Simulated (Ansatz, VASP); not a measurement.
# TiTe2 in VASP and in Ansatz

Contents of POSCAR:

```
TiTe2
1.0
    0.0000000000      3.3698964437      3.3698964437
    3.3698964437      0.0000000000      3.3698964437
    3.3698964437      3.3698964437      0.0000000000
Ti Te
1 2
Direct
    0.0000000000      0.0000000000      0.0000000000
    0.2500000000      0.2500000000      0.2500000000
    0.7500000000      0.7500000000      0.7500000000
```

The input INCAR.step1:

```
SYSTEM = TiTe2
PREC = Accurate ; ENCUT = 520
ISMEAR = -1 ; SIGMA = 0.02
LREAL = .FALSE. ; LASPH = .TRUE.
NELM = 60 ; NBANDS = 19
GGA = PE ; ALGO = Normal
EDIFF = 1E-4 ; LWAVE = .TRUE.
LCHARG = .FALSE.
```

Contents of INCAR.step2:

```
SYSTEM = TiTe2
PREC = Accurate ; ENCUT = 520
EDIFF = 1E-6 ; ISMEAR = -1
SIGMA = 0.02 ; LREAL = .FALSE.
LASPH = .TRUE. ; NELM = 60
ALGO = Normal ; ISIF = 2
LWAVE = .FALSE. ; LCHARG = .FALSE.
METAGGA = R2SCAN ; LMIXTAU = .TRUE.
NBANDS = 19 ; ISTART = 1
```

KPOINTS

```
Automatic mesh
0
G
  6 6 6
  0 0 0
```

Input for Ansatz:

```yaml
crystal:
  lattice:
    - [0.0, 3.3698964437, 3.3698964437]
    - [3.3698964437, 0.0, 3.3698964437]
    - [3.3698964437, 3.3698964437, 0.0]
  atoms:
    - { symbol: Ti, position: [0.0, 0.0, 0.0] }
    - { symbol: Te, position: [0.25, 0.25, 0.25] }
    - { symbol: Te, position: [0.75, 0.75, 0.75] }
kpoints:
  mp_grid: { grid: [6, 6, 6] }
hamiltonian:
  xc: r2scan
scf:
  occupations: { method: fermi_dirac, width: 0.02 }
  n_extra_bands: 4
output:
  forces: true
  stress: true
  eigenvalues: true
```

Alike in both runs: task single point; functional r2SCAN; k mesh 6 × 6 × 6; occupations fermi-dirac, width 0.02 eV; no spin polarisation.

|  | VASP | Ansatz |
| --- | --- | --- |
| version | VASP 6.6.1 | Ansatz 0.2.0 |
| potentials or method | VASP PAW PBE potentials, release 64 (Ti_sv, Te) | plane waves, PAW |
| plane-wave cutoff (eV) | 520 | 500 |
| valence electrons in the cell | 24 | 44 |

VASP gave:

| Quantity | Value |
| --- | --- |
| pressure (GPa) | 4.3 |

Task: What did Ansatz give for the same quantities?

Result: Pressure (GPa): 4.2.

VASP's potentials were made for PBE, not for r2SCAN. The functional is the same, so the differences come from potentials, cutoffs and numerics. VASP's potentials hold 24 valence electrons a cell and Ansatz's 44, so a difference there can come from the potentials and not from the codes.

Neither program's run includes spin-orbit coupling.
